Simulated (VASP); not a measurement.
Input of a VASP 6.6.1 run:

File INCAR:

```
ALGO = Normal
EDIFF = 1E-6
EDIFFG = -0.005
ENCUT = 600
GGA = PE
IBRION = 2
ISIF = 3
ISMEAR = 0
LASPH = True
LCHARG = False
LREAL = False
LWAVE = False
NELM = 60
NSW = 100
PREC = Accurate
SIGMA = 0.02
```

The input KPOINTS:

```
k-points
0
Gamma
  6 6 6
```

Contents of POSCAR:

```
KBr
1.0
    4.0434990000      0.0000000000      0.0000000000
    0.0000000000      4.0434990000      0.0000000000
    0.0000000000      0.0000000000      4.0434990000
K Br
1 1
Direct
    0.0000000000      0.0000000000      0.0000000000
    0.5000000000      0.5000000000      0.5000000000
```

Potentials or basis: VASP PAW PBE potentials, release 64 (K_sv, Br).

Launch:

```sh
$ cat potpaw_PBE.64/K_sv/POTCAR potpaw_PBE.64/Br/POTCAR > POTCAR
$ mpirun -np 1 vasp_std > vasp.out
```

Q: Predict the band gap on the k mesh.

A: 3.86 eV, indirect (least direct gap 4.12 eV).

Final structure:
```
K Br
1.0
     4.04350    0.00000    0.00000
     0.00000    4.04350    0.00000
     0.00000    0.00000    4.04350
K Br
1 1
Direct
  0.00000 0.00000 0.00000
  0.50000 0.50000 0.50000
```

Caveat: the relaxation stopped at its first step, so nothing moved. A k mesh can miss the band edges.
